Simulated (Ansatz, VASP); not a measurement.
## KBr in VASP and in Ansatz

File INCAR:

```
SYSTEM = KBr
ALGO = Normal
EDIFF = 1E-8
ENCUT = 520
GGA = PE
GGA_COMPAT = .False.
ISIF = 2
ISMEAR = -1
LASPH = .True.
LCHARG = .False.
LEFG = .True.
LNONCOLLINEAR = .True.
LORBIT = 11
LORBMOM = .True.
LREAL = .False.
LSORBIT = .True.
LWAVE = .False.
MAGMOM = 0 0 0 0 0 0
NBANDS = 28
NELM = 150
PREC = Accurate
SIGMA = 0.01
```

Contents of KPOINTS:

```
k-points
0
Gamma
  6 6 6
  0 0 0
```

POSCAR

```
KBr
1.0
    0.0000000000      3.2925000000      3.2925000000
    3.2925000000      0.0000000000      3.2925000000
    3.2925000000      3.2925000000      0.0000000000
K Br
1 1
Direct
    0.0000000000      0.0000000000      0.0000000000
    0.5000000000      0.5000000000      0.5000000000
```

Input for Ansatz:

```yaml
crystal:
  lattice:
    - [0.0, 3.2925, 3.2925]
    - [3.2925, 0.0, 3.2925]
    - [3.2925, 3.2925, 0.0]
  atoms:
    - { symbol: K, position: [0.0, 0.0, 0.0] }
    - { symbol: Br, position: [0.5, 0.5, 0.5] }
kpoints:
  mp_grid: { grid: [6, 6, 6] }
  band_path:
    path:
      - [0.0, 0.0, 0.0]
      - [0.5, 0.0, 0.5]
      - [0.625, 0.25, 0.625]
      - [0.375, 0.375, 0.75]
      - [0.0, 0.0, 0.0]
      - [0.5, 0.5, 0.5]
      - [0.5, 0.25, 0.75]
      - [0.5, 0.0, 0.5]
    npoints: 5
scf:
  occupations: { method: fermi_dirac, width: 0.01 }
hamiltonian:
  xc: pbe
  pseudopotentials: { kind: paw_fr }
output:
  forces: true
  stress: true
  eigenvalues: true
  efg: { contact_densities: true }
magnetization:
  noncollinear: true
  spin_orbit: true
```

Alike in both runs: task electric field gradients; functional PBE; k mesh 6 × 6 × 6; occupations fermi-dirac, width 0.01 eV; non-collinear spin, spin-orbit coupling.

```csv
,VASP,Ansatz
version,VASP 6.6.1,Ansatz 0.2.0
potentials or method,"VASP PAW PBE potentials, release 64 (K_sv, Br)","PAW with Ansatz's default frozen-core files, fully relativistic files with spin-orbit coupling"
plane-wave cutoff (eV),520,420
valence electrons in the cell,16,16
```

```tsv
	VASP	Ansatz	Ansatz less VASP
pressure (GPa)	0.9	0.8	-0.04
```

With one functional, cell and mesh, what is left measures potentials, basis and numerics.
